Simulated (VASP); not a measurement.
# BaS in VASP: notebook, part 2 of 2

VASP 6.6.1. Earlier steps stand in the parts before.

### 6 Single point, PBEsol (volume scaled by 0.94)

Input file INCAR:

```
SYSTEM = BaS
PREC = Accurate ; ENCUT = 520
EDIFF = 1E-6 ; ISMEAR = -1
SIGMA = 0.02 ; LREAL = .FALSE.
LASPH = .TRUE. ; NELM = 80
ALGO = Normal ; ISIF = 2
LWAVE = .FALSE. ; LCHARG = .FALSE.
GGA = PS ; NBANDS = 15
```

Input file KPOINTS:

```
regular mesh
0
G
  8 8 8
  0 0 0
```

Input file POSCAR:

```
BaS
1.0
    0.0000000000      3.1285531347      3.1285531347
    3.1285531347      0.0000000000      3.1285531347
    3.1285531347      3.1285531347      0.0000000000
Ba S
1 1
Direct
    0.0000000000      0.0000000000      0.0000000000
    0.5000000000      0.5000000000      0.5000000000
```

Potentials or basis: VASP PAW PBE potentials, release 64 (Ba_sv, S).

Launch:

```sh
> cat potpaw_PBE.64/Ba_sv/POTCAR potpaw_PBE.64/S/POTCAR > POTCAR
> mpirun -np 1 vasp_std > vasp.out
```

OUTCAR:

```text
SYSTEM = BaS
   PREC = Accurate
   ENCUT = 520
   EDIFF = 1E-6
   ISMEAR = -1
   LREAL = .FALSE.
   LASPH = .TRUE.
   NELM = 80
   ISIF = 2
   GGA = PS

 ion  position               nearest neighbor table
   1  0.000  0.000  0.000-   2 3.13   2 3.13   2 3.13   2 3.13   2 3.13   2 3.13
   2  0.500  0.500  0.500-   1 3.13   1 3.13   1 3.13   1 3.13   1 3.13   1 3.13

  LATTYP: Found a face centered cubic cell.
 ALAT       =     6.2571062694

  Lattice vectors:

 A1 = (   0.0000000000,   3.1285531347,   3.1285531347)
 A2 = (   3.1285531347,   0.0000000000,   3.1285531347)
 A3 = (   3.1285531347,   3.1285531347,   0.0000000000)

Analysis of symmetry for initial positions (statically):
=====================================================================
 Subroutine PRICEL returns:
 Original cell was already a primitive cell.

 Routine SETGRP: Setting up the symmetry group for a
 face centered cubic supercell.

 Subroutine GETGRP returns: Found 48 space group operations
 (whereof 48 operations were pure point group operations)
 out of a pool of 48 trial point group operations.

The static configuration has the point symmetry O_h .

Analysis of symmetry for dynamics (positions and initial velocities):
=====================================================================
 Subroutine PRICEL returns:
 Original cell was already a primitive cell.

 Routine SETGRP: Setting up the symmetry group for a
 face centered cubic supercell.

 Subroutine GETGRP returns: Found 48 space group operations
 (whereof 48 operations were pure point group operations)
 out of a pool of 48 trial point group operations.

The dynamic configuration has the point symmetry O_h .

 Subroutine INISYM returns: Found 48 space group operations
 (whereof 48 operations are pure point group operations),
 and found     1 'primitive' translations

----------------------------------------------------------------------------------------

                                     Primitive cell

  volume of cell :      61.2436

  direct lattice vectors                    reciprocal lattice vectors
     0.000000000  3.128553135  3.128553135    -0.159818286  0.159818286  0.159818286
     3.128553135  0.000000000  3.128553135     0.159818286 -0.159818286  0.159818286
     3.128553135  3.128553135  0.000000000     0.159818286  0.159818286 -0.159818286

  length of vectors
     4.424442274  4.424442274  4.424442274     0.276813392  0.276813392  0.276813392

  position of ions in fractional coordinates (direct lattice)
     0.000000000  0.000000000  0.000000000
     0.500000000  0.500000000  0.500000000

  ion indices of the primitive-cell ions
   primitive index   ion index
                 1           1
                 2           2

----------------------------------------------------------------------------------------

 KPOINTS: regular mesh

Automatic generation of k-mesh.
 Grid dimensions read from file:
 generate k-points for:    8    8    8

 Generating k-lattice:

  Cartesian coordinates                     Fractional coordinates (reciprocal lattice)
    -0.019977286  0.019977286  0.019977286     0.125000000  0.000000000  0.000000000
     0.019977286 -0.019977286  0.019977286     0.000000000  0.125000000  0.000000000
     0.019977286  0.019977286 -0.019977286     0.000000000  0.000000000  0.125000000

  Length of vectors
     0.034601674  0.034601674  0.034601674

  Shift w.r.t. Gamma in fractional coordinates (k-lattice)
     0.000000000  0.000000000  0.000000000

 Subroutine IBZKPT returns following result:
 ===========================================

 Found     29 irreducible k-points:

 Following reciprocal coordinates:
            Coordinates               Weight
  0.000000  0.000000  0.000000      1.000000
  0.125000  0.000000  0.000000      8.000000
  0.250000  0.000000  0.000000      8.000000
  0.375000  0.000000  0.000000      8.000000
  0.500000  0.000000  0.000000      4.000000
  0.125000  0.125000  0.000000      6.000000
[... 16 lines left out ...]
  0.500000  0.250000  0.125000     48.000000
 -0.375000  0.250000  0.125000     24.000000
 [... further k-points ...]
   k-points           NKPTS =     29   k-points in BZ     NKDIM =     29   number of bands    NBANDS=     15
   number of dos      NEDOS =    301   number of ions     NIONS =      2
   total plane-waves  NPLWV =  46656
   dimension x,y,z NGX =    36 NGY =   36 NGZ =   36
   dimension x,y,z NGXF=    72 NGYF=   72 NGZF=   72
   ions per type =               1   1
   NGX,Y,Z   is equivalent  to a cutoff of  13.53, 13.53, 13.53 a.u.
   NGXF,Y,Z  is equivalent  to a cutoff of  27.05, 27.05, 27.05 a.u.
 SYSTEM =  BaS
   PREC   = accura    normal or accurate (medium, high low for compatibility)
   ISTART =      0    job   : 0-new  1-cont  2-samecut
   ICHARG =      2    charge: 1-file 2-atom 10-const
   ISPIN  =      1    spin polarized calculation?
   LNONCOLLINEAR =      F non collinear calculations
   LSORBIT =      F    spin-orbit coupling
   LASPH  =      T    aspherical Exc in radial PAW
   ENCUT  =  520.0 eV  38.22 Ry    6.18 a.u.   8.23  8.23  8.23*2*pi/ulx,y,z
   NELM   =     80;   NELMIN=  2; NELMDL= -5     # of ELM steps
   EDIFF  = 0.1E-05   stopping-criterion for ELM
   LREAL  =      F    real-space projection
   EDIFFG = 0.1E-04   stopping-criterion for IOM
   NSW    =      0    number of steps for IOM
   IBRION =     -1    ionic relax: 0-MD 1-quasi-New 2-CG
   NFREE  =      0    steps in history (QN), initial steepest desc. (CG)
   ISIF   =      2    stress and relaxation
   ISYM   =      2    0-nonsym 1-usesym 2-fastsym
   POTIM  = 0.5000    time-step for ionic-motion
   TEBEG  =    0.0;   TEEND  =   0.0 temperature during run
   PSTRESS=    0.0 pullay stress
   NELECT =      16.0000    total number of electrons
   NUPDOWN=      -1.0000    fix difference up-down
   EMIN   =  10.00;   EMAX   =-10.00  energy-range for DOS
   EFERMI =   0.00;   METHOD = LEGACY
   ISMEAR =    -1;   SIGMA  =   0.02  broadening in eV -4-tet -1-fermi 0-gaus
   EFERMI_NEDOS =   21; number of points for ismear=-14 and -15
   IALGO  =     38    algorithm
   IMIX   =      4    mixing-type and parameters
     AMIX     =   0.40;   BMIX     =  1.00
     AMIX_MAG =   1.60;   BMIX_MAG =  1.00
  volume/ion in A,a.u.               =      30.62       206.65
  Fermi-wavevector in a.u.,A,eV,Ry     =   1.046553  1.977699 14.902101  1.095274
  Thomas-Fermi vector in A             =   2.181396
   LORBIT       =      0    0 simple, 1 ext, 2 COOP (PROOUT), +10 PAW based schemes
   GGA     = PS    functional components
   LHFCALC =     F    Hartree Fock is set to
   AEXX    =    0.0000 exact exchange contribution
   IVDW    =     0    specifies the selected vdW correction
   LEPSILON=     F    determine dielectric tensor
   LRPA    =     F    only Hartree local field effects (RPA)
 non-spin polarized calculation
  energy-cutoff  :      520.00
  volume of cell :       61.24
 maximum number of plane-waves:      1676
 NGX is ok and might be reduce to    36
   NGX = 17   NGY = 17   NGZ = 17

 number of electron      15.9999998 magnetization

 Free energy of the ion-electron system (eV)
  ---------------------------------------------------
  ext. energy  EPLUGINS =         0.00000000
  ---------------------------------------------------
  free energy    TOTEN  =       -10.69482250 eV

  energy without entropy =      -10.69482250  energy(sigma->0) =      -10.69482250

 E-fermi :   2.0651     XC(G=0):  -9.0843

 val. band max:        1.6776642043   @ k =   0.0000   0.0000   0.0000
 cond. band min:       3.5363923407   @ k =   0.5000   0.5000   0.0000
 fundamental gap:      1.8587281364
 Fermi energy:         2.0650519092

 k-point     1 :       0.0000    0.0000    0.0000
  band No.  band energies     occupation
      1     -24.1749      2.00000
      2      -9.2079      2.00000
      3      -9.2079      2.00000
      4      -9.2079      2.00000
      5      -8.7743      2.00000
      6       1.6777      2.00000
      7       1.6777      2.00000
      8       1.6777      2.00000
      9       5.3911      0.00000
     10       5.4542      0.00000
     11       5.4542      0.00000
     12       5.4542      0.00000
     13       6.4769      0.00000
     14       6.4769      0.00000
     15      10.2832      0.00000
[... 397 lines left out ...]
 k-point    24 :      -0.3750    0.2500    0.1250
  band No.  band energies     occupation
      1     -24.1028      2.00000
      2     -10.4288      2.00000
      3      -9.4601      2.00000
      4      -9.3440      2.00000
      5      -7.5722      2.00000
      6       0.0509      2.00000
      7       0.7253      2.00000
      8       0.8340      2.00000
      9       6.3448      0.00000
     10       6.5621      0.00000
     11       8.5466      0.00000
     12       8.8468      0.00000
     13       9.8230      0.00000
     14      10.7342      0.00000
     15      11.5428      0.00000

 [... further k-points ...]
[... 5 lines left out ...]
  --------------------------------------------------------------------------------------
  -------------------------------------------------------------------------------------
  Total        0.9829674      0.9829674      0.9829674     -0.0000000      0.0000000      0.0000000
  in kB       25.7151524     25.7151524     25.7151524     -0.0000000      0.0000000      0.0000000
  external PRESSURE =      25.7151524 kB  Pullay stress =       0.0000000 kB

 VOLUME and BASIS-vectors are now :
 -----------------------------------------------------------------------------
  energy-cutoff  :      520.00
  volume of cell :       61.24
      direct lattice vectors                 reciprocal lattice vectors
     0.000000000  3.128553135  3.128553135    -0.159818286  0.159818286  0.159818286
     3.128553135  0.000000000  3.128553135     0.159818286 -0.159818286  0.159818286
     3.128553135  3.128553135  0.000000000     0.159818286  0.159818286 -0.159818286

 POSITION                                       TOTAL-FORCE (eV/Angst)
 -----------------------------------------------------------------------------------
      0.00000      0.00000      0.00000         0.000000      0.000000      0.000000
      3.12855      3.12855      3.12855        -0.000000     -0.000000     -0.000000
 -----------------------------------------------------------------------------------
    total drift:                                0.000000      0.000000      0.000000

  FREE ENERGIE OF THE ION-ELECTRON SYSTEM (eV)
  ---------------------------------------------------
  free  energy   TOTEN  =       -10.6948224955 eV

  energy  without entropy=      -10.6948224955  energy(sigma->0) =      -10.69482250
```

OSZICAR:

```text
N       E                     dE             d eps       ncg     rms          rms(c)
DAV:   1     0.815446992862E+02    0.81545E+02   -0.70087E+03   870   0.941E+02
DAV:   2    -0.646713699485E+01   -0.88012E+02   -0.79301E+02  1200   0.172E+02
DAV:   3    -0.110208545811E+02   -0.45537E+01   -0.45211E+01  1145   0.397E+01
DAV:   4    -0.111133553973E+02   -0.92501E-01   -0.92445E-01  1130   0.600E+00
DAV:   5    -0.111160114659E+02   -0.26561E-02   -0.26558E-02  1154   0.823E-01    0.508E+00
DAV:   6    -0.107005009503E+02    0.41551E+00   -0.54003E-01  1010   0.451E+00    0.351E+00
DAV:   7    -0.106906192100E+02    0.98817E-02   -0.13991E-01  1067   0.210E+00    0.184E+00
DAV:   8    -0.106950344393E+02   -0.44152E-02   -0.18583E-02   968   0.893E-01    0.207E-01
DAV:   9    -0.106944774355E+02    0.55700E-03   -0.28531E-03  1115   0.349E-01    0.963E-02
DAV:  10    -0.106948264180E+02   -0.34898E-03   -0.45336E-04   982   0.158E-01    0.298E-02
DAV:  11    -0.106948215057E+02    0.49123E-05   -0.72900E-05  1157   0.583E-02    0.542E-03
DAV:  12    -0.106948224955E+02   -0.98981E-06   -0.67835E-06  1011   0.150E-02
   1 F= -.10694822E+02 E0= -.10694822E+02  d E =-.202456E-10
```

stdout:

```text
POSCAR found type information on POSCAR BaS
 POSCAR found :  2 types and       2 ions
 scaLAPACK will be used
 -----------------------------------------------------------------------------
|                                                                             |
|                                                                             |
|     You enforced a specific xc type in the INCAR file but a different       |
|     I HOPE YOU KNOW WHAT YOU ARE DOING!                                     |
|                                                                             |
 -----------------------------------------------------------------------------

 LDA part: xc-table for (Slater+PW92), standard interpolation
 POSCAR, INCAR and KPOINTS ok, starting setup
 FFT: planning ... GRIDC
 FFT: planning ... GRID_SOFT
 FFT: planning ... GRID
 WAVECAR not read
 entering main loop
```

It took 28 s on 1 thread of AMD EPYC 7R13 (Zen 3), shared host; peak memory 0.18 GiB.

What came out:

| Item | Value |
| --- | --- |
| Free energy | -10.6948 eV |
| Pressure | 2.6 GPa |
| Band gap on the k mesh | 1.86 eV, indirect (least direct gap 1.96 eV) |

Caveat: the PAW data sets were made with another functional, which shifts forces and pressure a little; spin-orbit coupling is left out, which moves the levels of the heavy elements. A k mesh can miss the band edges.

### 7 Summary

| cell | gap on the mesh (eV) | pressure (GPa) |
| --- | --- | --- |
| a = 4.472 Å, angles 61.3°, 2 atoms | 1.93 | -0.5 |
| a = 4.539 Å, angles 59.3°, 2 atoms | 1.97 | -0.5 |
| a = 4.585 Å, angles 58.0°, 2 atoms | 1.93 | -0.6 |
| a = 4.440 Å, angles 60.0°, 2 atoms | 1.88 | 2.0 |
| a = 4.424 Å, angles 60.0°, 2 atoms | 1.86 | 2.6 |

Alike in all rows: task single point; level PBEsol; potentials or basis VASP PAW PBE potentials, release 64 (Ba_sv, S); no spin polarisation; k mesh 8 × 8 × 8; cutoff (eV) 520; smearing fermi-dirac 0.02 eV.

Caveats: the PAW data sets were made with another functional, which shifts forces and pressure a little; spin-orbit coupling is left out, which moves the levels of the heavy elements.

Total energies depend on the potentials used, so only differences within one code and one set of settings carry meaning.
